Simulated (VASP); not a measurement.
Wanted: the native input for a VASP 6.6.1 run.

- Task: single point
- Functional: PBE
- Potentials or basis: VASP PAW PBE potentials, release 64 (Ga_d, C)
- Cutoff: 600 eV
- k mesh: 6 × 6 × 4
- Occupations: gaussian, width 0.1 eV
- Spin: no spin polarisation
- Dipole correction: no
- Further INCAR settings: ALGO = Normal; EDIFF = 1e-06; NBANDS = 25

The structure of GaC lies in POSCAR:

```
GaC
1.0
    3.2657620271      0.0000000000      0.0000000000
   -1.6328810135      2.8282328782      0.0000000000
    0.0000000000      0.0000000000      5.5986663410
Ga C
2 2
Direct
    0.3333333333      0.6666666667      0.0123080289
    0.6666666667      0.3333333333      0.5123080289
    0.3333333333      0.6666666667      0.3697919711
    0.6666666667      0.3333333333      0.8697919711
```

These files were run (other wordings do the same):

INCAR

```
ALGO     = Normal         # electronic algorithm
EDIFF    = 1E-6           # SCF threshold, eV
ENCUT    = 600            # plane-wave cutoff, eV
GGA      = PE             # functional
GGA_COMPAT= False        
ISIF     = 2              # what is computed and relaxed
ISMEAR   = 0              # smearing method
LASPH    = True           # aspherical terms in the spheres
LCHARG   = False          # write CHGCAR
LREAL    = False          # projectors in reciprocal space
LWAVE    = False          # write WAVECAR
NBANDS   = 25             # bands
NELM     = 120            # most SCF steps
PREC     = Accurate       # precision mode
SIGMA    = 0.1            # smearing width, eV
```

KPOINTS

```
k-points
0
Gamma
  6 6 4
```

Potentials or basis: VASP PAW PBE potentials, release 64 (Ga_d, C).

Command:

```sh
$ cat potpaw_PBE.64/Ga_d/POTCAR potpaw_PBE.64/C/POTCAR > POTCAR
$ mpirun -np 1 vasp_std > vasp.out
```

Results of the run:

```json
{
  "Pressure": "-0.1 GPa",
  "Largest force": "0.004 eV/Å",
  "Band gap on the k mesh": "zero (bands 17 and 18 overlap by 3.28 eV)"
}
```

Caveat: the k points lie up to 0.37 Å⁻¹ apart, too coarse for converged energies and pressures of a metal.

Wall time 17 s on 1 thread of Intel(R) Xeon(R) 6975P-C (Granite Rapids), with other jobs on the host, peak memory 0.19 GiB.
